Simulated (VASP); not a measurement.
# H4C in VASP: further runs

Runs on H4C. Level: PBE+D3(BJ). Tasks: relaxation of the atoms, single point.

Everything below comes from runs of VASP 6.6.1. Logs are shortened: lines on timing, memory, paths and dates and some standing lists are left out, and cuts for length are marked.

**1. The cell of the first run**

The cell holds an amorphous packing of atoms, 30 atoms: a = 7.230 Å, b = 7.230 Å, c = 7.230 Å, α = 90.00°, β = 90.00°, γ = 90.00°.

**2. Relaxation of the atoms, PBE+D3(BJ)**

INCAR reads:

```
ALGO = Normal
EDIFF = 1E-7
EDIFFG = -0.3
ENCUT = 520
GGA = PE
IBRION = 2
ISIF = 2
ISMEAR = -1
IVDW = 12
LASPH = T
LCHARG = F
LREAL = Auto
LWAVE = F
NELM = 60
NSW = 35
PREC = Accurate
SIGMA = 0.02
```

KPOINTS reads:

```
k-points
0
Gamma
  1 1 1
```

POSCAR reads:

```
H4C
1.0
    7.2304270000      0.0000000000      0.0000000000
    0.0000000000      7.2304270000      0.0000000000
    0.0000000000      0.0000000000      7.2304270000
C H
6 24
Direct
    0.2108897000      0.8058428000      0.1014667000
    0.6778865000      0.8458077000      0.9216374000
    0.9510370000      0.1273339000      0.4260368000
    0.4424164000      0.1961776000      0.5102627000
    0.8999594000      0.5133534000      0.2043303000
    0.1476863000      0.5131233000      0.7188208000
    0.3558967000      0.8088408000      0.1424067000
    0.1239978000      0.8270789000      0.2227554000
    0.1789256000      0.6722160000      0.0395450000
    0.1847385000      0.9152353000      0.0011597000
    0.7660473000      0.9320775000      1.0082245000
    0.5905859000      0.7595138000      1.0090677000
    0.7637373000      0.7580880000      0.8341900000
    0.5911758000      0.9335515000      0.8350672000
    0.8534873000      0.2086690000      0.5071589000
    0.8881145000     -0.0045935000      0.3893212000
    1.0756126000      0.1027162000      0.5071971000
    0.9869335000      0.2025440000      0.3004701000
    0.5919268000      0.2150039000      0.5123420000
    0.3969631000      0.1403893000      0.6426779000
    0.4053797000      0.1003500000      0.4000019000
    0.3753959000      0.3289674000      0.4860292000
    0.9559541000      0.6526885000      0.2170754000
    0.8725568000      0.4574763000      0.3415854000
    0.9996540000      0.4254525000      0.1332914000
    0.7716726000      0.5177962000      0.1253690000
    0.1360053000      0.6423558000      0.6421747000
    0.0646437000      0.4070063000      0.6513283000
    0.0981874000      0.5336108000      0.8596833000
    0.2919089000      0.4695202000      0.7220969000
```

Potentials or basis: VASP PAW PBE potentials, release 64 (C, H).

Started as:

```sh
> cat potpaw_PBE.64/C/POTCAR potpaw_PBE.64/H/POTCAR > POTCAR
> mpirun -np 1 vasp_gam > vasp.out
```

OUTCAR:

```text
EDIFF = 1E-7
   EDIFFG = -0.3
   ENCUT = 520
   GGA = PE
   IBRION = 2
   ISIF = 2
   ISMEAR = -1
   IVDW = 12
   LASPH = T
   LREAL = Auto
   NELM = 60
   NSW = 35
   PREC = Accurate
 IVDW          = 12

 ion  position               nearest neighbor table
   1  0.211  0.806  0.101-  10 1.09   7 1.09   9 1.09   8 1.09
   2  0.678  0.846  0.922-  12 1.09  14 1.09  11 1.09  13 1.09
   3  0.951  0.127  0.426-  17 1.09  18 1.09  16 1.09  15 1.09
   4  0.442  0.196  0.510-  21 1.09  19 1.09  20 1.09  22 1.09
   5  0.900  0.513  0.204-  25 1.09  23 1.09  24 1.09  26 1.09
   6  0.148  0.513  0.719-  27 1.09  30 1.09  29 1.09  28 1.09
   7  0.356  0.809  0.142-   1 1.09
   8  0.124  0.827  0.223-   1 1.09
   9  0.179  0.672  0.040-   1 1.09
  10  0.185  0.915  0.001-   1 1.09
  11  0.766  0.932  0.008-   2 1.09
  12  0.591  0.760  0.009-   2 1.09
[... 16 lines left out ...]
  29  0.098  0.534  0.860-   6 1.09
  30  0.292  0.470  0.722-   6 1.09

  LATTYP: Found a simple cubic cell.
 ALAT       =     7.2304270000

  Lattice vectors:

 A1 = (   7.2304270000,   0.0000000000,   0.0000000000)
 A2 = (   0.0000000000,   7.2304270000,   0.0000000000)
 A3 = (   0.0000000000,   0.0000000000,   7.2304270000)

Analysis of symmetry for initial positions (statically):
=====================================================================
 Subroutine PRICEL returns:
 Original cell was already a primitive cell.

 Routine SETGRP: Setting up the symmetry group for a
 simple cubic supercell.

 Subroutine GETGRP returns: Found  1 space group operations
 (whereof  1 operations were pure point group operations)
 out of a pool of 48 trial point group operations.

The static configuration has the point symmetry C_1 .

Analysis of symmetry for dynamics (positions and initial velocities):
=====================================================================
 Subroutine PRICEL returns:
 Original cell was already a primitive cell.

 Routine SETGRP: Setting up the symmetry group for a
 simple cubic supercell.

 Subroutine GETGRP returns: Found  1 space group operations
 (whereof  1 operations were pure point group operations)
 out of a pool of 48 trial point group operations.

The dynamic configuration has the point symmetry C_1 .

 Subroutine INISYM returns: Found  1 space group operations
 (whereof  1 operations are pure point group operations),
 and found     1 'primitive' translations

----------------------------------------------------------------------------------------

                                     Primitive cell
[... 106 lines left out ...]
   number of dos      NEDOS =    301   number of ions     NIONS =     30
   total plane-waves  NPLWV = 157464
   dimension x,y,z NGX =    54 NGY =   54 NGZ =   54
   dimension x,y,z NGXF=   108 NGYF=  108 NGZF=  108
   ions per type =               6  24
   NGX,Y,Z   is equivalent  to a cutoff of  12.42, 12.42, 12.42 a.u.
   NGXF,Y,Z  is equivalent  to a cutoff of  24.83, 24.83, 24.83 a.u.
 SYSTEM =  unknown system
   PREC   = accura    normal or accurate (medium, high low for compatibility)
   ISTART =      0    job   : 0-new  1-cont  2-samecut
   ICHARG =      2    charge: 1-file 2-atom 10-const
   ISPIN  =      1    spin polarized calculation?
   LNONCOLLINEAR =      F non collinear calculations
   LSORBIT =      F    spin-orbit coupling
   LASPH  =      T    aspherical Exc in radial PAW
   ENCUT  =  520.0 eV  38.22 Ry    6.18 a.u.  13.44 13.44 13.44*2*pi/ulx,y,z
   NELM   =     60;   NELMIN=  2; NELMDL= -5     # of ELM steps
   EDIFF  = 0.1E-06   stopping-criterion for ELM
   LREAL  =      T    real-space projection
   EDIFFG = -.3E+00   stopping-criterion for IOM
   NSW    =     35    number of steps for IOM
   IBRION =      2    ionic relax: 0-MD 1-quasi-New 2-CG
   NFREE  =      1    steps in history (QN), initial steepest desc. (CG)
   ISIF   =      2    stress and relaxation
   ISYM   =      2    0-nonsym 1-usesym 2-fastsym
   POTIM  = 0.5000    time-step for ionic-motion
   TEBEG  =    0.0;   TEEND  =   0.0 temperature during run
   PSTRESS=    0.0 pullay stress
   NELECT =      48.0000    total number of electrons
   NUPDOWN=      -1.0000    fix difference up-down
   EMIN   =  10.00;   EMAX   =-10.00  energy-range for DOS
   EFERMI =   0.00;   METHOD = LEGACY
   ISMEAR =    -1;   SIGMA  =   0.02  broadening in eV -4-tet -1-fermi 0-gaus
   EFERMI_NEDOS =   21; number of points for ismear=-14 and -15
   IALGO  =     38    algorithm
   IMIX   =      4    mixing-type and parameters
     AMIX     =   0.40;   BMIX     =  1.00
     AMIX_MAG =   1.60;   BMIX_MAG =  1.00
  volume/ion in A,a.u.               =      12.60        85.03
  Fermi-wavevector in a.u.,A,eV,Ry     =   0.822857  1.554975  9.212429  0.677094
  Thomas-Fermi vector in A             =   1.934266
   LORBIT       =      0    0 simple, 1 ext, 2 COOP (PROOUT), +10 PAW based schemes
   GGA     = PE    functional components
   LHFCALC =     F    Hartree Fock is set to
   AEXX    =    0.0000 exact exchange contribution
   IVDW    =    12    specifies the selected vdW correction
   LEPSILON=     F    determine dielectric tensor
   LRPA    =     F    only Hartree local field effects (RPA)
 conjugate gradient relaxation of ions
 non-spin polarized calculation
  energy-cutoff  :      520.00
  volume of cell :      378.00
 maximum number of plane-waves:      5066
 NGX is ok and might be reduce to    54
   NGX = 27   NGY = 27   NGZ = 27

--------------------------------------- Ionic step        1  -------------------------------------------

 number of electron      48.0000001 magnetization

 Free energy of the ion-electron system (eV)
  ---------------------------------------------------
  ext. energy  EPLUGINS =         0.00000000
  ---------------------------------------------------
  free energy    TOTEN  =      -143.46798937 eV

  energy without entropy =     -143.46798937  energy(sigma->0) =     -143.46798937

------------------------ aborting loop because EDIFF is reached ----------------------------------------

 Edisp (eV)   -0.80414

 E8    (eV) :    -0.1695
[... 195 lines left out ...]
--------------------------------------- Ionic step        4  -------------------------------------------

 number of electron      48.0000000 magnetization

 Free energy of the ion-electron system (eV)
  ---------------------------------------------------
  ext. energy  EPLUGINS =         0.00000000
  ---------------------------------------------------
  free energy    TOTEN  =      -143.51071996 eV

  energy without entropy =     -143.51071996  energy(sigma->0) =     -143.51071996

 E-fermi :  -5.8161     XC(G=0):  -5.4368

 val. band max:       -6.3056799687   @ k =   0.0000   0.0000   0.0000
 cond. band min:       0.5577614190   @ k =   0.0000   0.0000   0.0000
 fundamental gap:      6.8634413877
 Fermi energy:        -5.8161398824

 k-point     1 :       0.0000    0.0000    0.0000
  band No.  band energies     occupation
      1     -15.4809      2.00000
      2     -15.0915      2.00000
      3     -14.9707      2.00000
      4     -14.8684      2.00000
      5     -14.7633      2.00000
      6     -14.6774      2.00000
[... 28 lines left out ...]
     35       4.3879      0.00000
     36       4.4112      0.00000
 [bands above 36 left out]

------------------------ aborting loop because EDIFF is reached ----------------------------------------

 Edisp (eV)   -0.80403

 E8    (eV) :    -0.1694
[... 53 lines left out ...]
  FREE ENERGIE OF THE ION-ELECTRON SYSTEM (eV)
  ---------------------------------------------------
  free  energy   TOTEN  =      -144.3147519864 eV

  energy  without entropy=     -144.3147519864  energy(sigma->0) =     -144.31475199

 reached required accuracy - stopping structural energy minimisation
```

OSZICAR:

```text
N       E                     dE             d eps       ncg     rms          rms(c)
DAV:   1     0.275210695645E+03    0.27521E+03   -0.20903E+04    80   0.985E+02
DAV:   2    -0.118262166914E+03   -0.39347E+03   -0.37815E+03   112   0.218E+02
DAV:   3    -0.161738926760E+03   -0.43477E+02   -0.43239E+02   104   0.766E+01
[... 42 lines left out ...]
DAV:   4    -0.143510719924E+03    0.17517E-04   -0.30065E-04    96   0.775E-02    0.319E-02
DAV:   5    -0.143510720914E+03   -0.98958E-06   -0.65553E-05   104   0.337E-02    0.649E-03
DAV:   6    -0.143510719928E+03    0.98563E-06   -0.63997E-06    88   0.115E-02    0.378E-03
DAV:   7    -0.143510719965E+03   -0.36647E-07   -0.15119E-06   104   0.577E-03    0.130E-03
DAV:   8    -0.143510719964E+03    0.10664E-08   -0.24133E-07    64   0.231E-03
   4 F= -.14431475E+03 E0= -.14431475E+03  d E =-.241558E-01
```

CONTCAR:

```text
H4C
   1.00000000000000
     7.2304269999999997    0.0000000000000000    0.0000000000000000
     0.0000000000000000    7.2304269999999997    0.0000000000000000
     0.0000000000000000    0.0000000000000000    7.2304269999999997
  C               H
     6    24
Direct
     0.2125755421516183    0.8076844038982370    0.1020025299628651
     0.6781612022498391    0.8460651746674996    0.9210791448108672
     0.9518196961414011    0.1250811748231865    0.4263793695479398
     0.4429613926780215    0.1962080081823592    0.5098702499615069
     0.8976371514199506    0.5136305377916625    0.2050016842175086
     0.1472548524594103    0.5131001352965220    0.7184010935891278
[... 22 lines left out ...]
     0.0969800896662640    0.5330677466664826    0.8592926783974209
     0.2924873893106084    0.4697209837832710    0.7228548784180102

  0.00000000E+00  0.00000000E+00  0.00000000E+00
  0.00000000E+00  0.00000000E+00  0.00000000E+00
  0.00000000E+00  0.00000000E+00  0.00000000E+00
  0.00000000E+00  0.00000000E+00  0.00000000E+00
  0.00000000E+00  0.00000000E+00  0.00000000E+00
  0.00000000E+00  0.00000000E+00  0.00000000E+00
[... 22 lines left out ...]
  0.00000000E+00  0.00000000E+00  0.00000000E+00
  0.00000000E+00  0.00000000E+00  0.00000000E+00
```

Run time: 3.9 min. Hardware: 1 thread of Intel Xeon 8259CL, shared host; peak memory 0.4 GiB.

Results:

| Quantity | Value |
| --- | --- |
| Free energy | -144.3148 eV |
| Energy gained by relaxing | 1.4 meV/atom |
| Ionic steps | 4 |
| Pressure after relaxing | 0.8 GPa |
| Largest force after relaxing | 0.278 eV/Å |
| Band gap on the k mesh | 6.86 eV |
| Dispersion energy per atom | -0.027 eV |

Forces on the atoms (eV/Å):
```
C    0.032  0.189 -0.004
C    0.063  0.039 -0.038
C   -0.059 -0.105  0.064
C   -0.150 -0.101  0.017
C   -0.008 -0.219 -0.156
C    0.009  0.063 -0.103
H    0.121  0.131  0.074
H    0.131  0.160  0.006
H    0.143  0.147  0.090
H    0.080  0.021  0.031
H   -0.068 -0.066 -0.100
H    0.105  0.053 -0.117
H   -0.032  0.096  0.035
H    0.064 -0.060  0.048
H    0.144 -0.129 -0.054
H   -0.053 -0.092  0.069
H    0.039 -0.160  0.028
H    0.059 -0.190  0.048
H    0.013  0.017  0.019
H    0.031  0.068 -0.139
H    0.066  0.041  0.065
H    0.032 -0.081 -0.050
H   -0.164  0.102  0.007
H   -0.131  0.009  0.079
H   -0.191  0.151  0.134
H   -0.126 -0.063 -0.037
H   -0.005 -0.076  0.054
H    0.058  0.029 -0.035
H   -0.094 -0.040 -0.085
H   -0.110  0.066  0.050
```

The path:
```csv
step,energy change (eV),largest force (eV/Å),pressure (GPa)
1,0.0000,0.4442,1.37
2,-0.0106,1.0125,0.86
3,-0.0185,0.4927,1.06
4,-0.0426,0.2780,0.79
```

Final structure:
```
C H
1.0
     7.23043    0.00000    0.00000
     0.00000    7.23043    0.00000
     0.00000    0.00000    7.23043
C H
6 24
Cartesian
  1.5370 5.8399 0.7375
  4.9034 6.1174 6.6598
  6.8821 0.9044 3.0829
  3.2028 1.4187 3.6866
  6.4903 3.7138 1.4822
  1.0647 3.7099 5.1943
  2.5829 5.8541 1.0378
  0.9048 5.9930 1.6157
  1.3052 4.8714 0.2918
  1.3356 6.6269 7.2301
  5.5458 6.7456 0.0647
  4.2700 5.4872 0.0647
  5.5303 5.4762 6.0246
  4.2673 6.7559 6.0318
  6.1749 1.5060 3.6670
  6.4113 7.1849 2.8176
  0.5532 0.7339 3.6708
  7.1408 1.4526 2.1761
  4.2807 1.5564 3.7067
  2.8669 1.0135 4.6536
  2.9311 0.7184 2.8846
  2.7124 2.3808 3.5089
  6.8950 4.7132 1.5696
  6.3024 3.3113 2.4744
  7.2289 3.0775 0.9637
  5.5686 3.7405 0.8997
  0.9822 4.6554 4.6391
  0.4653 2.9366 4.7041
  0.7012 3.8543 6.2131
  2.1148 3.3963 5.2265
```

Levels at points of the mesh, in eV from the valence-band top:
```
           k point  band 20  band 21  band 22  band 23  band 24  band 25  band 26  band 27  band 28  band 29
(0.00, 0.00, 0.00)    -0.59    -0.49    -0.36    -0.20     0.00     6.86     8.93     9.09     9.15     9.57
```

Caveat: the k points lie up to 0.87 Å⁻¹ apart; the relaxation stopped at a loose force limit of 0.3 eV/Å, so its end isn't a converged minimum.

**3. Single point, PBE+D3(BJ)**

INCAR reads:

```
SYSTEM = H4C
  PREC = Accurate
  ENCUT = 520
  EDIFF = 1E-6
  ISMEAR = -1
  SIGMA = 0.02
  LREAL = .FALSE.
  LASPH = .TRUE.
  NELM = 120
  ALGO = Normal
  ISIF = 2
  LWAVE = .FALSE.
  LCHARG = .FALSE.
  GGA = PE
  IVDW = 12
  NBANDS = 45
  GGA_COMPAT = .FALSE.
```

KPOINTS reads:

```
regular mesh
0
G
  1 1 1
  0 0 0
```

POSCAR reads:

```
H4C
1.0
    7.2304270000      0.0000000000      0.0000000000
    0.0000000000      7.2304270000      0.0000000000
    0.0000000000      0.0000000000      7.2304270000
C H
6 24
Direct
    0.2841049360      0.8243496546      0.1421631115
    0.7027247492      0.8679155463      0.8306839969
    0.9616721115      0.0094738527      0.4734436846
    0.4517713822      0.2081619799      0.5022524949
    0.8664218586      0.5175213027      0.1945528252
    0.1067571805      0.5320985884      0.7367891274
    0.3608915490      0.7240512905      0.0496927775
    0.1360085649      0.7578805512      0.1780807690
    0.2862486545      0.9647286391      0.0585304298
    0.3798115934      0.8389131098      0.2706617465
    0.6643037818      1.0174364529      0.8998500365
    0.7401222639      0.7799954277      0.9375933123
    0.8115703263      0.9003617629      0.7443682095
    0.5905736964      0.8697688255      0.7169009520
    0.8133267925      0.0355857268      0.4917690200
    1.0205206415     -0.0541046884      0.3581116302
    0.9946023935     -0.0625274275      0.5930908368
    1.0260528182      0.1410013544      0.4654220283
    0.5425267415      0.1284709741      0.3962006670
    0.5439927683      0.2044000997      0.6257721709
    0.3333966307      0.1272400648      0.4963192354
    0.4153973202      0.3570190253      0.4861815215
    0.8218740055      0.6622707068      0.1539604784
    0.8701007562      0.5199831213      0.3414182869
    1.0097605577      0.4922807464      0.1394385145
    0.7720982454      0.3998380732      0.1616502041
    0.1902515578      0.5268983422      0.8633653310
    0.1495347370      0.6569736476      0.6453560765
   -0.0254756738      0.5529272338      0.7816827416
    0.1158714416      0.4035308012      0.6646910342
```

Potentials or basis: VASP PAW PBE potentials, release 64 (C, H).

Started as:

```sh
> cat potpaw_PBE.64/C/POTCAR potpaw_PBE.64/H/POTCAR > POTCAR
> mpirun -np 1 vasp_gam > vasp.out
```

It took 25 s on 1 thread of Intel Xeon 6975P-C (Granite Rapids), shared host; peak memory 0.34 GiB.

It converged, with:

```yaml
Free_energy: -142.4368 eV
Pressure: -0.3 GPa
Largest_force: 6.263 eV/Å
Band_gap_on_the_k_mesh: 6.56 eV
Dispersion_energy_per_atom: -0.026 eV
```

Forces on the atoms (eV/Å):
```
C    0.267 -0.084 -0.122
C   -3.397  5.178 -0.936
C   -1.340  1.393  0.127
C    3.194  0.426 -0.637
C    0.309  0.303 -0.966
C    2.771  1.620 -0.943
H   -0.611  0.507  0.537
H    2.391  1.423 -0.581
H   -0.501 -1.788  1.311
H   -1.364 -0.055 -1.201
H    0.748 -2.263 -0.753
H   -0.348 -1.903  0.999
H    2.249  0.329 -0.754
H    0.388 -1.418  1.735
H    0.022 -0.325 -1.049
H   -0.265 -1.344 -1.684
H    1.199 -0.895  1.680
H    0.575  1.342  0.574
H   -0.757  1.797  0.390
H   -0.966 -0.363  0.043
H   -1.851 -1.081  0.931
H    0.415 -0.632 -0.759
H   -0.015 -1.312 -0.021
H    0.308  0.021  1.329
H   -0.911  0.003  0.292
H    0.232  0.797 -0.408
H    0.311  0.039 -0.245
H   -0.289 -1.476  0.963
H   -2.938  0.455  0.714
H    0.173 -0.694 -0.565
```

Stress tensor (GPa, compression positive):
```
 0.44  0.64 -0.62
 0.64 -2.19 -0.24
-0.62 -0.24  0.72
```

Levels at points of the mesh, in eV from the valence-band top:
```tsv
k point	band 20	band 21	band 22	band 23	band 24	band 25	band 26	band 27	band 28	band 29
(0.00, 0.00, 0.00)	-0.73	-0.60	-0.43	-0.06	0.00	6.56	8.34	8.72	8.92	9.06
```

Caveat: the k points lie up to 0.87 Å⁻¹ apart.
